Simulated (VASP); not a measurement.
Write the native input for VASP 6.6.1 that does the following.

```yaml
Task: single point
Functional: b88 exchange, pbe correlation
Potentials_or_basis: VASP PAW PBE potentials, release 64 (Hg, Te)
Cutoff: 500 eV
k_mesh: 7 × 7 × 7
Occupations: fermi-dirac, width 0.05 eV
Spin: no spin polarisation
Dipole_correction: no
Further_INCAR_settings: ALGO = Normal; EDIFF = 1e-06; NBANDS = 16
```

The structure of HgTe lies in POSCAR:

```
HgTe
1.0
    0.0000000000      3.1710554852      3.1710554852
    3.1710554852      0.0000000000      3.1710554852
    3.1710554852      3.1710554852      0.0000000000
Hg Te
1 1
Direct
    0.0000000000      0.0000000000      0.0000000000
    0.7500000000      0.7500000000      0.7500000000
```

These files were run (other wordings do the same):

INCAR

```
  PREC = Accurate
  ENCUT = 500
  EDIFF = 1E-6
  ISMEAR = -1
  SIGMA = 0.05
  LREAL = False
  LASPH = True
  NELM = 120
  ALGO = Normal
  ISIF = 2
  LWAVE = False
  LCHARG = True
  GGA = LIBXC
  LIBXC1 = GGA_X_B88
  LIBXC2 = GGA_C_PBE
  LELF = True
  LVHAR = True
  NBANDS = 16
  GGA_COMPAT = False
```

KPOINTS

```
regular mesh
0
Gamma
  7 7 7
```

Potentials or basis: VASP PAW PBE potentials, release 64 (Hg, Te).

Command:

```bash
$ cat potpaw_PBE.64/Hg/POTCAR potpaw_PBE.64/Te/POTCAR > POTCAR
$ mpirun -np 1 vasp_std > vasp.out
```

It gave:

```yaml
Pressure: 7.1 GPa
Band_gap_on_the_k_mesh: zero (filled and empty bands touch)
```

Caveat: the cell stands under pressure; semilocal functionals underestimate gaps, so a narrow gap can read as zero; the PAW data sets were made with another functional, which shifts forces and pressure a little; spin-orbit coupling is left out, which moves the levels of the heavy elements.

It took 30 s on 1 thread of Intel(R) Xeon(R) Platinum 8259CL CPU @ 2.50GHz (Skylake/Cascade Lake), on a shared host, peak memory 0.21 GiB.
